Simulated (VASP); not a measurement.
# Ru2C in VASP: a series of runs

Ru2C is run at these levels: PBE; tasks: single point.

All numbers are computed with VASP 6.6.1; they aren't measurements. Logs are shortened: lines on timing, memory, paths and dates and some standing lists are left out, and cuts for length are marked.

**1. The cell of the first run**

Symmetry: R-3m, No. 166, trigonal system. The conventional cell has a = 2.905 Å, b = 2.905 Å, c = 13.948 Å, α = 90.00°, β = 90.00°, γ = 120.00°. Within 2.8 Å of Ru (site symmetry 3m) lie 3 C at 2.08 Å and 3 Ru at 2.75 Å. Within 2.8 Å of C (site symmetry -3m) lie 6 Ru at 2.08 Å.

**2. Single point, PBE**

Input file INCAR:

```
PREC = Accurate
ENCUT = 520
EDIFF = 1E-6
ISMEAR = 0
SIGMA = 0.1
LREAL = F
LASPH = T
NELM = 100
ALGO = Normal
ISIF = 2
LWAVE = F
LCHARG = F
GGA = PE
NBANDS = 23
```

Input file KPOINTS:

```
Automatic mesh
0
Gamma
  6 6 6
```

Input file POSCAR:

```
Ru2C
1.0
    1.4523583516      0.8385194852      4.6491695549
   -1.4523583516      0.8385194852      4.6491695549
    0.0000000000     -1.6770389705      4.6491695549
Ru C
2 1
Direct
    0.2448028166      0.2448028166      0.2448028166
    0.7551971834      0.7551971834      0.7551971834
    0.0000000000      0.0000000000      0.0000000000
```

Potentials or basis: VASP PAW PBE potentials, release 64 (Ru_pv, C).

Command:

```sh
> cat potpaw_PBE.64/Ru_pv/POTCAR potpaw_PBE.64/C/POTCAR > POTCAR
> mpirun -np 1 vasp_std > vasp.out
```

OUTCAR:

```text
PREC = Accurate
   ENCUT = 520
   EDIFF = 1E-6
   ISMEAR = 0
   LREAL = F
   LASPH = T
   NELM = 100
   ISIF = 2
   GGA = PE

 ion  position               nearest neighbor table
   1  0.245  0.245  0.245-   3 2.08   3 2.08   3 2.08   2 2.75   2 2.75   2 2.75   2 2.99   2 2.99
                             2 2.99
   2  0.755  0.755  0.755-   3 2.08   3 2.08   3 2.08   1 2.75   1 2.75   1 2.75   1 2.99   1 2.99
                             1 2.99
   3  0.000  0.000  0.000-   2 2.08   1 2.08   2 2.08   2 2.08   1 2.08   1 2.08

  LATTYP: Found a trigonal (rhomboedric) cell.
 ALAT       =     4.9423918560
 COS(alpha) =     0.8272956733

  Lattice vectors:

 A1 = (   1.4523583516,   0.8385194852,   4.6491695549)
 A2 = (  -1.4523583516,   0.8385194852,   4.6491695549)
 A3 = (   0.0000000000,  -1.6770389705,   4.6491695549)

Analysis of symmetry for initial positions (statically):
=====================================================================
 Subroutine PRICEL returns:
 Original cell was already a primitive cell.

 Routine SETGRP: Setting up the symmetry group for a
 trigonal (rhombohedral) supercell.

 Subroutine GETGRP returns: Found 12 space group operations
 (whereof 12 operations were pure point group operations)
 out of a pool of 12 trial point group operations.

The static configuration has the point symmetry D_3d.

Analysis of symmetry for dynamics (positions and initial velocities):
=====================================================================
 Subroutine PRICEL returns:
 Original cell was already a primitive cell.

 Routine SETGRP: Setting up the symmetry group for a
 trigonal (rhombohedral) supercell.

 Subroutine GETGRP returns: Found 12 space group operations
 (whereof 12 operations were pure point group operations)
 out of a pool of 12 trial point group operations.

The dynamic configuration has the point symmetry D_3d.

 Subroutine INISYM returns: Found 12 space group operations
 (whereof 12 operations are pure point group operations),
 and found     1 'primitive' translations

----------------------------------------------------------------------------------------

                                     Primitive cell

  volume of cell :      33.9714

  direct lattice vectors                    reciprocal lattice vectors
     1.452358352  0.838519485  4.649169555     0.344267652  0.198763022  0.071697392
    -1.452358352  0.838519485  4.649169555    -0.344267652  0.198763022  0.071697392
     0.000000000 -1.677038970  4.649169555     0.000000000 -0.397526043  0.071697392

  length of vectors
     4.942391856  4.942391856  4.942391856     0.403939935  0.403939935  0.403939935

  position of ions in fractional coordinates (direct lattice)
     0.244802817  0.244802817  0.244802817
     0.755197183  0.755197183  0.755197183
     0.000000000  0.000000000  0.000000000

  ion indices of the primitive-cell ions
   primitive index   ion index
                 1           1
                 2           2
                 3           3

----------------------------------------------------------------------------------------

 KPOINTS: Automatic mesh

Automatic generation of k-mesh.
 Grid dimensions read from file:
 generate k-points for:    6    6    6

 Generating k-lattice:

  Cartesian coordinates                     Fractional coordinates (reciprocal lattice)
     0.057377942  0.033127170  0.011949565     0.166666667 -0.000000000  0.000000000
    -0.057377942  0.033127170  0.011949565    -0.000000000  0.166666667  0.000000000
     0.000000000 -0.066254341  0.011949565     0.000000000  0.000000000  0.166666667

  Length of vectors
     0.067323323  0.067323323  0.067323323

  Shift w.r.t. Gamma in fractional coordinates (k-lattice)
     0.000000000  0.000000000  0.000000000

 Subroutine IBZKPT returns following result:
 ===========================================

 Found     32 irreducible k-points:

 Following reciprocal coordinates:
            Coordinates               Weight
  0.000000  0.000000  0.000000      1.000000
  0.166667 -0.000000 -0.000000      6.000000
  0.333333 -0.000000 -0.000000      6.000000
  0.500000 -0.000000 -0.000000      3.000000
  0.166667  0.166667  0.000000      6.000000
  0.333333  0.166667 -0.000000     12.000000
[... 16 lines left out ...]
  0.500000  0.500000  0.166667      6.000000
 -0.333333  0.500000  0.166667     12.000000
 [... further k-points ...]
   k-points           NKPTS =     32   k-points in BZ     NKDIM =     32   number of bands    NBANDS=     23
   number of dos      NEDOS =    301   number of ions     NIONS =      3
   total plane-waves  NPLWV =  64000
   dimension x,y,z NGX =    40 NGY =   40 NGZ =   40
   dimension x,y,z NGXF=    80 NGYF=   80 NGZF=   80
   ions per type =               2   1
   NGX,Y,Z   is equivalent  to a cutoff of  13.45, 13.45, 13.45 a.u.
   NGXF,Y,Z  is equivalent  to a cutoff of  26.91, 26.91, 26.91 a.u.
 SYSTEM =  unknown system
   PREC   = accura    normal or accurate (medium, high low for compatibility)
   ISTART =      0    job   : 0-new  1-cont  2-samecut
   ICHARG =      2    charge: 1-file 2-atom 10-const
   ISPIN  =      1    spin polarized calculation?
   LNONCOLLINEAR =      F non collinear calculations
   LSORBIT =      F    spin-orbit coupling
   LASPH  =      T    aspherical Exc in radial PAW
   ENCUT  =  520.0 eV  38.22 Ry    6.18 a.u.   9.19  9.19  9.19*2*pi/ulx,y,z
   NELM   =    100;   NELMIN=  2; NELMDL= -5     # of ELM steps
   EDIFF  = 0.1E-05   stopping-criterion for ELM
   LREAL  =      F    real-space projection
   EDIFFG = 0.1E-04   stopping-criterion for IOM
   NSW    =      0    number of steps for IOM
   IBRION =     -1    ionic relax: 0-MD 1-quasi-New 2-CG
   NFREE  =      0    steps in history (QN), initial steepest desc. (CG)
   ISIF   =      2    stress and relaxation
   ISYM   =      2    0-nonsym 1-usesym 2-fastsym
   POTIM  = 0.5000    time-step for ionic-motion
   TEBEG  =    0.0;   TEEND  =   0.0 temperature during run
   PSTRESS=    0.0 pullay stress
   NELECT =      32.0000    total number of electrons
   NUPDOWN=      -1.0000    fix difference up-down
   EMIN   =  10.00;   EMAX   =-10.00  energy-range for DOS
   EFERMI =   0.00;   METHOD = LEGACY
   ISMEAR =     0;   SIGMA  =   0.10  broadening in eV -4-tet -1-fermi 0-gaus
   EFERMI_NEDOS =   21; number of points for ismear=-14 and -15
   IALGO  =     38    algorithm
   IMIX   =      4    mixing-type and parameters
     AMIX     =   0.40;   BMIX     =  1.00
     AMIX_MAG =   1.60;   BMIX_MAG =  1.00
  volume/ion in A,a.u.               =      11.32        76.42
  Fermi-wavevector in a.u.,A,eV,Ry     =   1.604798  3.032628 35.040114  2.575376
  Thomas-Fermi vector in A             =   2.701245
   LORBIT       =      0    0 simple, 1 ext, 2 COOP (PROOUT), +10 PAW based schemes
   GGA     = PE    functional components
   LHFCALC =     F    Hartree Fock is set to
   AEXX    =    0.0000 exact exchange contribution
   IVDW    =     0    specifies the selected vdW correction
   LEPSILON=     F    determine dielectric tensor
   LRPA    =     F    only Hartree local field effects (RPA)
 non-spin polarized calculation
 Gauss-broadening in eV      SIGMA  =   0.10
  energy-cutoff  :      520.00
  volume of cell :       33.97
 maximum number of plane-waves:       944
 NGX is ok and might be reduce to    40

 number of electron      32.0000001 magnetization

 Free energy of the ion-electron system (eV)
  ---------------------------------------------------
  ext. energy  EPLUGINS =         0.00000000
  ---------------------------------------------------
  free energy    TOTEN  =       -26.41521541 eV

  energy without entropy =      -26.40492041  energy(sigma->0) =      -26.41006791

 E-fermi :  12.1403     XC(G=0): -13.7689

 val. band max:       12.1140551349   @ k =   0.0000   0.0000   0.0000
 cond. band min:      12.1667553822   @ k =   0.5000   0.1667  -0.0000
 fundamental gap:      0.0527002473
 Fermi energy:        12.1403490721

 k-point     1 :       0.0000    0.0000    0.0000
  band No.  band energies     occupation
      1     -31.4865      2.00000
      2     -30.9455      2.00000
      3     -30.9455      2.00000
      4     -30.8811      2.00000
      5     -30.8561      2.00000
      6     -30.8561      2.00000
[... 15 lines left out ...]
     22      20.8843      0.00000
     23      22.6139      0.00000

 k-point     2 :       0.1667   -0.0000   -0.0000
  band No.  band energies     occupation
      1     -31.4327      2.00000
      2     -31.0485      2.00000
      3     -30.9657      2.00000
      4     -30.9633      2.00000
      5     -30.8975      2.00000
      6     -30.8836      2.00000
[... 15 lines left out ...]
     22      22.4392      0.00000
     23      22.6222      0.00000

 k-point     3 :       0.3333   -0.0000   -0.0000
  band No.  band energies     occupation
      1     -31.3048      2.00000
      2     -31.2329      2.00000
      3     -31.1665      2.00000
      4     -31.0043      2.00000
      5     -30.9754      2.00000
      6     -30.9398      2.00000
[... 15 lines left out ...]
     22      21.8109      0.00000
     23      22.6242      0.00000

 k-point     4 :       0.5000   -0.0000   -0.0000
  band No.  band energies     occupation
      1     -31.3231      2.00000
      2     -31.2992      2.00000
      3     -31.1330      2.00000
      4     -31.0893      2.00000
      5     -31.0222      2.00000
      6     -30.9689      2.00000
[... 15 lines left out ...]
     22      20.9956      0.00000
     23      22.2391      0.00000

 k-point     5 :       0.1667    0.1667    0.0000
  band No.  band energies     occupation
      1     -31.4273      2.00000
      2     -31.0436      2.00000
      3     -30.9817      2.00000
      4     -30.9780      2.00000
      5     -30.8895      2.00000
      6     -30.8711      2.00000
[... 434 lines left out ...]
 k-point    22 :      -0.1667    0.3333    0.1667
  band No.  band energies     occupation
      1     -31.3313      2.00000
      2     -31.3178      2.00000
      3     -31.1490      2.00000
      4     -31.0732      2.00000
      5     -31.0279      2.00000
      6     -30.9354      2.00000
[... 15 lines left out ...]
     22      20.6585      0.00000
     23      22.6211      0.00000

 k-point    23 :       0.5000    0.5000    0.1667
  band No.  band energies     occupation
      1     -31.3437      2.00000
      2     -31.3286      2.00000
      3     -31.0439      2.00000
      4     -31.0412      2.00000
      5     -30.9595      2.00000
      6     -30.9023      2.00000
[... 15 lines left out ...]
     22      22.0302      0.00000
     23      22.6220      0.00000

 k-point    24 :      -0.3333    0.5000    0.1667
  band No.  band energies     occupation
      1     -31.3725      2.00000
      2     -31.3472      2.00000
      3     -31.1106      2.00000
      4     -31.0354      2.00000
      5     -31.0019      2.00000
      6     -30.9647      2.00000
[... 15 lines left out ...]
     22      20.8497      0.00000
     23      22.6208      0.00000

 [... further k-points ...]
[... 5 lines left out ...]
  --------------------------------------------------------------------------------------
  -------------------------------------------------------------------------------------
  Total        0.0700510      0.0700510      0.2588996      0.0000000     -0.0000000      0.0000000
  in kB        3.3037837      3.3037837     12.2103567      0.0000000     -0.0000000      0.0000000
  external PRESSURE =       6.2726413 kB  Pullay stress =       0.0000000 kB

 VOLUME and BASIS-vectors are now :
 -----------------------------------------------------------------------------
  energy-cutoff  :      520.00
  volume of cell :       33.97
      direct lattice vectors                 reciprocal lattice vectors
     1.452358352  0.838519485  4.649169555     0.344267652  0.198763022  0.071697392
    -1.452358352  0.838519485  4.649169555    -0.344267652  0.198763022  0.071697392
     0.000000000 -1.677038970  4.649169555     0.000000000 -0.397526043  0.071697392

 POSITION                                       TOTAL-FORCE (eV/Angst)
 -----------------------------------------------------------------------------------
      0.00000     -0.00000      3.41439         0.000000      0.000000     -0.142755
      0.00000     -0.00000     10.53312         0.000000     -0.000000      0.142755
      0.00000      0.00000      0.00000         0.000000     -0.000000     -0.000000
 -----------------------------------------------------------------------------------
    total drift:                                0.000000     -0.000000      0.000000

  FREE ENERGIE OF THE ION-ELECTRON SYSTEM (eV)
  ---------------------------------------------------
  free  energy   TOTEN  =       -26.4152154074 eV

  energy  without entropy=      -26.4049204129  energy(sigma->0) =      -26.41006791
```

Wall time 62 s (1 thread of Intel Xeon Platinum 8488C (Sapphire Rapids), shared host); peak memory 0.23 GiB.

What came out:

- Free energy: -26.4152 eV
- Pressure: 0.6 GPa
- Largest force: 0.143 eV/Å
- Band gap on the k mesh: zero (band 16 reaches 12.62 eV, above the bottom of band 17 at 11.04 eV)

Forces in eV/Å, atoms in the order of the input:
```
Ru   0.000  0.000 -0.143
Ru   0.000  0.000  0.143
C    0.000  0.000  0.000
```

Caveat: the k points lie up to 0.42 Å⁻¹ apart.

**3. Single point, PBE**

This run uses another cell than the first one: it holds 6 atoms, not 3.

Input file INCAR:

```
SYSTEM = Ru2C
PREC = Accurate
ENCUT = 520
EDIFF = 1E-7
ISMEAR = 0
SIGMA = 0.2
LREAL = .False.
LASPH = .True.
NELM = 60
ALGO = Normal
ISIF = 2
LWAVE = .False.
LCHARG = .False.
GGA = PE
NBANDS = 41
```

Input file KPOINTS:

```
regular mesh
0
Gamma
  8 4 4
  0 0 0
```

Input file POSCAR:

```
Ru2C
1.0
    2.8873402691      0.0250146684      0.4401641821
    0.0450731241      5.0043302985     -0.4161889867
    0.7561381408     -0.4167718293      4.8707684667
Ru C
4 2
Direct
    0.6316600515      0.1215862256      0.2343759484
    1.1316607233      0.6215876782      0.2343785607
    0.8683518164      0.3784197381      0.7656223412
    0.3683371653      0.8784170036      0.7656243342
    0.4999941964      0.4999961651      0.4999960015
   -0.0000039528     -0.0000068107      0.5000028140
```

Potentials or basis: VASP PAW PBE potentials, release 64 (Ru_pv, C).

Command:

```sh
> cat potpaw_PBE.64/Ru_pv/POTCAR potpaw_PBE.64/C/POTCAR > POTCAR
> mpirun -np 1 vasp_std > vasp.out
```

OUTCAR:

```text
SYSTEM = Ru2C
   PREC = Accurate
   ENCUT = 520
   EDIFF = 1E-7
   ISMEAR = 0
   LREAL = .False.
   LASPH = .True.
   NELM = 60
   ISIF = 2
   GGA = PE

 ion  position               nearest neighbor table
   1  0.632  0.122  0.234-   6 2.08   5 2.09   6 2.09   3 2.75   4 2.75   4 2.76   2 2.90   2 2.90
                             2 2.91   2 2.91   4 2.97   3 2.98   3 3.00
   2  0.132  0.622  0.234-   5 2.08   6 2.09   5 2.09   4 2.75   3 2.75   3 2.76   1 2.90   1 2.90
                             1 2.91   1 2.91   3 2.97   4 2.98   4 3.00
   3  0.868  0.378  0.766-   5 2.08   6 2.09   5 2.09   1 2.75   2 2.75   2 2.76   4 2.90   4 2.90
                             4 2.91   4 2.91   2 2.97   1 2.98   1 3.00
[... 1273 lines left out ...]
  Total        0.1065997      0.1169369      0.0326337      0.0414131      0.0256478     -0.0170526
  in kB        2.5046169      2.7474956      0.7667464      0.9730234      0.6026080     -0.4006601
  external PRESSURE =       2.0062863 kB  Pullay stress =       0.0000000 kB

 VOLUME and BASIS-vectors are now :
 -----------------------------------------------------------------------------
  energy-cutoff  :      520.00
  volume of cell :       68.19
      direct lattice vectors                 reciprocal lattice vectors
     2.887340269  0.025014668  0.440164182     0.354908758 -0.007834457 -0.055766401
     0.045073124  5.004330299 -0.416188987    -0.004476984  0.201357957  0.017924388
     0.756138141 -0.416771829  4.870768467    -0.032455124  0.017913274  0.211877512

 POSITION                                       TOTAL-FORCE (eV/Angst)
 -----------------------------------------------------------------------------------
      2.00652      0.52658      1.36902         0.006337     -0.006352     -0.039565
      0.58539      3.01624      0.94086         0.006325     -0.006420     -0.040009
      3.10320      1.59637      3.95389        -0.006630      0.006041      0.039712
      1.68203      4.08601      3.52572        -0.006305      0.006267      0.039793
      1.84426      2.30627      2.44735         0.000258      0.000030      0.000192
      3.31047      4.82092      2.45937         0.000014      0.000435     -0.000123
 -----------------------------------------------------------------------------------
    total drift:                               -0.000001     -0.000031      0.000049

  FREE ENERGIE OF THE ION-ELECTRON SYSTEM (eV)
  ---------------------------------------------------
  free  energy   TOTEN  =       -52.8071669586 eV

  energy  without entropy=      -52.6696443985  energy(sigma->0) =      -52.73840568
```

Run time: 2.5 min. Hardware: 1 thread of Intel Xeon Platinum 8488C (Sapphire Rapids), shared host; peak memory 0.27 GiB.

What came out:

| Quantity | Value |
| --- | --- |
| Free energy | -52.8072 eV |
| Pressure | 0.2 GPa |
| Largest force | 0.041 eV/Å |
| Band gap on the k mesh | zero (band 32 reaches 12.51 eV, above the bottom of band 33 at 11.38 eV) |

Forces in eV/Å, atoms in the order of the input:
```
Ru   0.006 -0.006 -0.040
Ru   0.006 -0.006 -0.040
Ru  -0.007  0.006  0.040
Ru  -0.006  0.006  0.040
C    0.000  0.000  0.000
C    0.000  0.000  0.000
```

Stress tensor (GPa, compression positive):
```
 0.25  0.10 -0.04
 0.10  0.27  0.06
-0.04  0.06  0.08
```

[end of part 1 of 2]
